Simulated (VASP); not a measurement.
A run of VASP 6.6.1:

Contents of INCAR:

```
PREC = Accurate ; ENCUT = 520
EDIFF = 1E-6 ; ISMEAR = 0
SIGMA = 0.1 ; LREAL = F
LASPH = T ; NELM = 100
ALGO = Normal ; ISIF = 2
LWAVE = F ; LCHARG = F
GGA = PS ; NBANDS = 31
```

File KPOINTS:

```
regular mesh
0
Gamma
  6 6 6
```

The input POSCAR:

```
Nb2BiN
1.0
    1.6899481568      0.9756920233      6.6934219446
   -1.6899481568      0.9756920233      6.6934219446
    0.0000000000     -1.9513840465      6.6934219447
Nb Bi N
2 1 1
Direct
    0.7142647114      0.7142647114      0.7142647114
    0.2857352886      0.2857352886      0.2857352886
    0.5000000000      0.5000000000      0.5000000000
    0.0000000000      0.0000000000      0.0000000000
```

Potentials or basis: VASP PAW PBE potentials, release 64 (Nb_sv, Bi_d, N).

Command:

```console
$ cat potpaw_PBE.64/Nb_sv/POTCAR potpaw_PBE.64/Bi_d/POTCAR potpaw_PBE.64/N/POTCAR > POTCAR
$ mpirun -np 1 vasp_std > vasp.out
```

Hardware: 1 thread of Intel(R) Xeon(R) Platinum 8175M CPU @ 2.50GHz (Skylake/Cascade Lake) (shared host).

Task: How long does it take, and how much memory?

Result: Wall time 7.7 min on 1 thread of Intel(R) Xeon(R) Platinum 8175M CPU @ 2.50GHz (Skylake/Cascade Lake) (shared host), peak memory 0.41 GiB. Counts: scf iterations 14, k points 32.
